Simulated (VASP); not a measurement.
Here is a VASP 6.6.1 calculation.

File INCAR:

```
ALGO = Normal
EDIFF = 1E-8
ENCUT = 750
GGA = PS
GGA_COMPAT = False
IBRION = 6
ISIF = 3
ISMEAR = 0
LASPH = True
LCHARG = True
LREAL = False
LWAVE = False
NBANDS = 12
NELM = 120
NFREE = 2
NSW = 1
POTIM = 0.015
PREC = Accurate
SIGMA = 0.01
```

The input KPOINTS:

```
k-points
0
Gamma
  8 8 8
```

Contents of POSCAR:

```
LiBr
1.0
    0.0000000000      2.6089206617      2.6089206617
    2.6089206617      0.0000000000      2.6089206617
    2.6089206617      2.6089206617      0.0000000000
Li Br
1 1
Direct
    0.0000000000      0.0000000000      0.0000000000
    0.5000000000      0.5000000000      0.5000000000
```

Potentials or basis: VASP PAW PBE potentials, release 64 (Li_sv, Br).

Command:

```console
$ cat potpaw_PBE.64/Li_sv/POTCAR potpaw_PBE.64/Br/POTCAR > POTCAR
$ mpirun -np 1 vasp_std > vasp.out
```

Problem. Estimate the elastic constants C11, C12, C44.

Solution. 85, 20, 25 GPa.

Problem. What does it give for the Voigt bulk modulus?

Solution. 42 GPa.

Problem. What does it give for the highest phonon frequency at Γ, LO-TO splitting left out?

Solution. 245 cm⁻¹.

Clamped-ion elastic tensor (GPa):
```
85 20 20  0  0  0
20 85 20  0  0  0
20 20 85  0  0  0
 0  0  0 25  0  0
 0  0  0  0 25  0
 0  0  0  0  0 25
```

Caveat: the cell is under stress, which shifts elastic constants; the PAW data sets were made with another functional, which shifts forces and pressure a little.
